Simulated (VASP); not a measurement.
Here is a VASP 6.6.1 calculation.

File INCAR:

```
SYSTEM = GaN
ALGO = Normal
EDIFF = 1E-6
ENCUT = 600
GGA = PS
GGA_COMPAT = .False.
ISIF = 2
ISMEAR = 0
LASPH = .True.
LCHARG = .False.
LREAL = .False.
LWAVE = .False.
NBANDS = 16
NELM = 120
PREC = Accurate
SIGMA = 0.1
```

File KPOINTS:

```
k-points
0
Gamma
  6 6 6
  0 0 0
```

Contents of POSCAR:

```
GaN
1.0
    0.0000000000      2.4953213239      2.4953213239
    2.4953213239      0.0000000000      2.4953213239
    2.4953213239      2.4953213239      0.0000000000
Ga N
1 1
Direct
    0.0000000000      0.0000000000      0.0000000000
    0.7500000000      0.7500000000      0.7500000000
```

Potentials or basis: VASP PAW PBE potentials, release 64 (Ga_d, N).

The run is started by

```bash
$ cat potpaw_PBE.64/Ga_d/POTCAR potpaw_PBE.64/N/POTCAR > POTCAR
$ mpirun -np 1 vasp_std > vasp.out
```

Estimate the band gap on the k mesh.

zero (filled and empty bands touch).

Predict the pressure.

-28.9 GPa.

Caveat: the k points lie up to 0.36 Å⁻¹ apart; the cell differs from its parent crystal (P replaced by N, lengths x 0.906, strained); the PAW data sets were made with another functional, which shifts forces and pressure a little.
